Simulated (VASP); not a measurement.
Here is a VASP 6.6.1 calculation.

Contents of INCAR:

```
SYSTEM = AlC3
PREC = Accurate
ENCUT = 520
EDIFF = 1E-7
ISMEAR = 0
SIGMA = 0.1
LREAL = .FALSE.
LASPH = .TRUE.
NELM = 80
ALGO = Normal
ISIF = 2
LWAVE = .FALSE.
LCHARG = .FALSE.
GGA = PS
NBANDS = 16
```

KPOINTS

```
regular mesh
0
G
  12 12 12
  0 0 0
```

The input POSCAR:

```
AlC3
1.0
    3.2079290000      0.0000000000      0.0000000000
    0.0000000000      3.2079290000      0.0000000000
    0.0000000000      0.0000000000      3.2079290000
Al C
1 3
Direct
    0.0000000000      0.0000000000      0.0000000000
    0.0000000000      0.5000000000      0.5000000000
    0.5000000000      0.0000000000      0.6168978490
    0.5000000000      0.5000000000      0.0000000000
```

Potentials or basis: VASP PAW PBE potentials, release 64 (Al, C).

Run with:

```sh
$ cat potpaw_PBE.64/Al/POTCAR potpaw_PBE.64/C/POTCAR > POTCAR
$ mpirun -np 1 vasp_std > vasp.out
```

Q: Estimate the band gap on the k mesh.

A: Zero (an odd number of electrons rules out a gap without spin polarisation).

Q: Estimate the largest force.

A: 1.528 eV/Å.

Q: Predict the pressure.

A: 0.2 GPa.

Stress tensor (GPa, compression positive):
```
14.15  0.00  0.00
 0.00 -5.41  0.00
 0.00  0.00 -8.15
```

Caveat: the cell differs from its parent crystal (one atom moved); the PAW data sets were made with another functional, which shifts forces and pressure a little.
